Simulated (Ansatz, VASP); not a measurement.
## Two plane-wave programs on CuO2

The input INCAR:

```
SYSTEM = CuO2
PREC     = Accurate       ! precision mode
ENCUT    = 700            ! plane-wave cutoff, eV
EDIFF    = 1E-6           ! SCF threshold, eV
ISMEAR   = -1             ! smearing method
SIGMA    = 0.05           ! smearing width, eV
LREAL    = .False.        ! projectors in reciprocal space
LASPH    = .True.         ! aspherical terms in the spheres
NELM     = 120            ! most SCF steps
ALGO     = Normal         ! electronic algorithm
ISIF     = 2              ! what is computed and relaxed
LWAVE    = .False.        ! write WAVECAR
LCHARG   = .False.        ! write CHGCAR
GGA      = PS             ! functional
NBANDS   = 40             ! bands
GGA_COMPAT= .False.
```

Contents of KPOINTS:

```
regular mesh
0
Gamma
  8 8 5
  0 0 0
```

The input POSCAR:

```
CuO2
1.0
    1.4691196000     -5.4191768800      0.0000000000
    1.4691196000      5.4191768800      0.0000000000
    0.0000000000      0.0000000000      4.3434240000
Cu O
2 4
Direct
    0.1672530000      0.8327470000      0.7500000000
    0.8327470000      0.1672530000      0.2500000000
    0.7889700000      0.2110300000      0.7500000000
    0.2110300000      0.7889700000      0.2500000000
    0.5514860000      0.4485140000      0.7500000000
    0.4485140000      0.5514860000      0.2500000000
```

The input input.yaml:

```yaml
crystal:
  lattice:
    - [1.4691196, -5.41917688, 0.0]
    - [1.4691196, 5.41917688, 0.0]
    - [0.0, 0.0, 4.343424]
  atoms:
    - { symbol: Cu, position: [0.167253, 0.832747, 0.75] }
    - { symbol: Cu, position: [0.832747, 0.167253, 0.25] }
    - { symbol: O, position: [0.78897, 0.21103, 0.75] }
    - { symbol: O, position: [0.21103, 0.78897, 0.25] }
    - { symbol: O, position: [0.551486, 0.448514, 0.75] }
    - { symbol: O, position: [0.448514, 0.551486, 0.25] }
hamiltonian:
  xc: pbesol
  pseudopotentials: { kind: paw }
kpoints:
  mp_grid: { grid: [8, 8, 5] }
  band_path:
    path:
      - [[0.0, 0.0, 0.0], [0.2683733209, 0.2683733209, 0.0], [0.0, 0.5, 0.0], [0.0, 0.5, 0.5], [0.2683733209, 0.2683733209, 0.5], [0.0, 0.0, 0.5], [0.0, 0.0, 0.0], [-0.5, 0.5, 0.0], [-0.2683733209, 0.7316266791, 0.0], [-0.2683733209, 0.7316266791, 0.5], [-0.5, 0.5, 0.5], [-0.5, 0.5, 0.0]]
      - [[0.0, 0.0, 0.5], [-0.5, 0.5, 0.5]]
    npoints: 14
scf:
  occupations: { method: fermi_dirac, width: 0.05 }
  n_extra_bands: 15
output:
  forces: true
  stress: true
  eigenvalues: true
  fatbands: false
```

Alike in both runs: functional PBEsol; k mesh 8 × 8 × 5; occupations fermi-dirac, width 0.05 eV; no spin polarisation.

|  | VASP | Ansatz |
| --- | --- | --- |
| version | VASP 6.6.1 | Ansatz 0.2.0 |
| potentials or method | VASP PAW PBE potentials, release 64 (Cu_sv_GW, O) | Ansatz PAW |
| plane-wave cutoff (eV) | 700 | 420 |
| valence electrons in the cell | 62 | 62 |
| task | single point | band structure |

```csv
,VASP,Ansatz,Ansatz less VASP
gap on the k mesh at the Fermi level (eV),none,none,-
pressure (GPa),-20.0,-18.7,+1.23
"traceless stress, the component that is largest in VASP (GPa)",5.57,5.81,+0.234
rms of the force components (eV/Å),0.527,0.539,+0.0118
```

VASP's potentials were made for PBE, not for PBEsol. Atom by atom the forces differ by 0.013 eV/Å (rms over components). A gap of «none» marks a metal or a gap that the smearing closes.
